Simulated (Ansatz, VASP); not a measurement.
**One calculation of MgO, two programs**

File INCAR:

```
SYSTEM = MgO
PREC = Accurate
ENCUT = 520
EDIFF = 1E-7
ISMEAR = 0
SIGMA = 0.05
LREAL = .False.
LASPH = .True.
NELM = 60
ALGO = Normal
ISIF = 2
LWAVE = .False.
LCHARG = .False.
GGA = PS
NBANDS = 16
```

File KPOINTS:

```
regular mesh
0
Gamma
  9 9 6
  0 0 0
```

The input POSCAR:

```
MgO
1.0
    3.2605657016      0.0000000000      0.0000000000
   -1.6302828508      2.8237327283      0.0000000000
    0.0000000000      0.0000000000      5.1523459217
Mg O
2 2
Direct
    0.3333333333      0.6666666667     -0.0317643073
    0.6666666667      0.3333333333      0.4682356927
    0.3333333333      0.6666666667      0.4009416620
    0.6666666667      0.3333333333      0.9009416620
```

Input for Ansatz:

```yaml
crystal:
  lattice:
    - [3.2605657016, 0.0, 0.0]
    - [-1.6302828508, 2.8237327283, 0.0]
    - [0.0, 0.0, 5.1523459217]
  atoms:
    - { symbol: Mg, position: [0.3333333333, 0.6666666667, -0.0317643073] }
    - { symbol: Mg, position: [0.6666666667, 0.3333333333, 0.4682356927] }
    - { symbol: O, position: [0.3333333333, 0.6666666667, 0.400941662] }
    - { symbol: O, position: [0.6666666667, 0.3333333333, 0.900941662] }
basis:
  ecutwfc: 520.0
kpoints:
  mp_grid: { grid: [9, 9, 6] }
hamiltonian:
  xc: pbesol
  pseudopotentials: { kind: paw, azcp: { folder: soft_1 } }
scf:
  occupations: { method: gaussian, width: 0.05 }
output:
  forces: true
  stress: true
  eigenvalues: true
```

Alike in both runs: task single point; functional PBEsol; k mesh 9 × 9 × 6; occupations gaussian, width 0.05 eV; no spin polarisation.

|  | VASP | Ansatz |
| --- | --- | --- |
| version | VASP 6.6.1 | Ansatz 0.2.0 |
| potentials or method | VASP PAW PBE potentials, release 64 (Mg, O), cutoff 520 eV | scalar-relativistic, plane waves, PAW |
| valence electrons in the cell | 16 | 32 |

Ansatz gave:

```
gap on the k mesh at the Fermi level (eV)                     : 3.15
least direct gap on the mesh (eV)                             : 3.15
pressure (GPa)                                                : 2.6
traceless stress, the component that is largest in VASP (GPa) : -12.32
rms of the force components (eV/Å)                            : 0.444
```

What did VASP give for the same quantities?

gap on the k mesh at the Fermi level (eV): 3.14; least direct gap on the mesh (eV): 3.14; pressure (GPa): 2.4; traceless stress, the component that is largest in VASP (GPa): -12.48; rms of the force components (eV/Å): 0.450.

VASP's potentials were made for PBE, not for PBEsol, and Ansatz warns of the same on its side. Atom by atom the forces differ by 0.006 eV/Å (rms over components). VASP's potentials hold 16 valence electrons a cell and Ansatz's 32, so a difference there can come from the potentials and not from the codes.
